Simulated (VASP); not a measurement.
Input of a VASP 6.6.1 run:

Contents of POSCAR:

```
KTaO3
1.0
    3.9895772900      0.0000000000      0.0000000000
    0.0000000000      3.9895772900      0.0000000000
    0.0000000000      0.0000000000      3.9895772900
K Ta O
1 1 3
Direct
    0.5000000000      0.5000000000      0.5000000000
    0.0000000000      0.0000000000      0.0000000000
    0.5000000000      0.0000000000      0.0000000000
    0.0000000000      0.5000000000      0.0000000000
    0.0000000000      0.0000000000      0.5000000000
```

File INCAR.step1:

```
SYSTEM = KTaO3
PREC = Accurate
ENCUT = 520
ISMEAR = -1
SIGMA = 0.02
LREAL = .FALSE.
LASPH = .TRUE.
NELM = 60
NBANDS = 27
GGA = PE
ALGO = Normal
EDIFF = 1E-4
LWAVE = .TRUE.
LCHARG = .FALSE.
```

INCAR.step2

```
SYSTEM = KTaO3
PREC = Accurate
ENCUT = 520
EDIFF = 1E-7
ISMEAR = -1
SIGMA = 0.02
LREAL = .FALSE.
LASPH = .TRUE.
NELM = 60
ALGO = Normal
ISIF = 2
LWAVE = .FALSE.
LCHARG = .TRUE.
METAGGA = R2SCAN
LMIXTAU = .TRUE.
LELF = .TRUE.
LVHAR = .TRUE.
NBANDS = 27
ISTART = 1
```

The input KPOINTS:

```
regular mesh
0
G
  8 8 8
  0 0 0
```

Potentials or basis: VASP PAW PBE potentials, release 64 (K_sv, Ta_pv, O).

Launch:

```console
$ cat potpaw_PBE.64/K_sv/POTCAR potpaw_PBE.64/Ta_pv/POTCAR potpaw_PBE.64/O/POTCAR > POTCAR
$ cp INCAR.step1 INCAR
$ mpirun -np 1 vasp_std > vasp.out
$ cp INCAR.step2 INCAR
$ mpirun -np 1 vasp_std > vasp.out
```

Question: What does it give for the pressure?

Answer: 1.0 GPa.

Question: What does it give for the band gap on the k mesh?

Answer: 2.60 eV (least direct gap 3.25 eV).

Caveat: the PAW data sets were made with another functional, which shifts forces and pressure a little; spin-orbit coupling is left out, which moves the levels of the heavy elements. r2SCAN opens gaps a little over a GGA but as a rule still falls short of measured ones.
